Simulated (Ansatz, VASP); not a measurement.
TiO in VASP and in Ansatz

The input INCAR:

```
  ALGO = Normal
  EDIFF = 1E-6
  ENCUT = 520
  GGA = PS
  ISIF = 2
  ISMEAR = 0
  LASPH = T
  LCHARG = F
  LREAL = F
  LWAVE = F
  NBANDS = 16
  NELM = 100
  PREC = Accurate
  SIGMA = 0.15
```

KPOINTS

```
k-points
0
Gamma
  18 18 16
```

The input POSCAR:

```
TiO
1.0
    2.7421000000      0.0000000000      0.0000000000
   -1.3710500000      2.3747282597      0.0000000000
    0.0000000000      0.0000000000      2.7937580351
Ti O
1 1
Direct
    0.6666666667      0.3333333333      0.0000000000
    0.0000000000      0.0000000000      0.5000000000
```

Input for Ansatz:

```yaml
crystal:
  lattice:
    - [2.7421, 0.0, 0.0]
    - [-1.37105, 2.3747282597, 0.0]
    - [0.0, 0.0, 2.7937580351]
  atoms:
    - { symbol: Ti, position: [0.6666666667, 0.3333333333, 0.0] }
    - { symbol: O, position: [0.0, 0.0, 0.5] }
basis:
  ecutwfc: 520.0
kpoints:
  mp_grid: { grid: [18, 18, 16] }
hamiltonian:
  xc: pbesol
  pseudopotentials: { kind: paw, azcp: { folder: soft_1 } }
scf:
  occupations: { method: gaussian, width: 0.15 }
output:
  forces: true
  stress: true
  eigenvalues: true
```

Alike in both runs: task single point; functional PBEsol; k mesh 18 × 18 × 16; occupations gaussian, width 0.15 eV; no spin polarisation.

|  | VASP | Ansatz |
| --- | --- | --- |
| version | VASP 6.6.1 | Ansatz 0.2.0 |
| potentials or method | VASP PAW PBE potentials, release 64 (Ti_sv, O), cutoff 520 eV | scalar-relativistic, plane waves, PAW |
| valence electrons in the cell | 18 | 18 |

Ansatz gave:

| Quantity | Value |
| --- | --- |
| gap on the k mesh at the Fermi level (eV) | none |
| pressure (GPa) | 9.0 |
| traceless stress, the component that is largest in VASP (GPa) | -4.31 |

Task: Which values does VASP return?

Result: gap on the k mesh at the Fermi level (eV): none; pressure (GPa): 9.8; traceless stress, the component that is largest in VASP (GPa): -4.08.

VASP's potentials were made for PBE, not for PBEsol, and Ansatz warns of the same on its side. A gap of «none» marks a metal or a gap that the smearing closes.
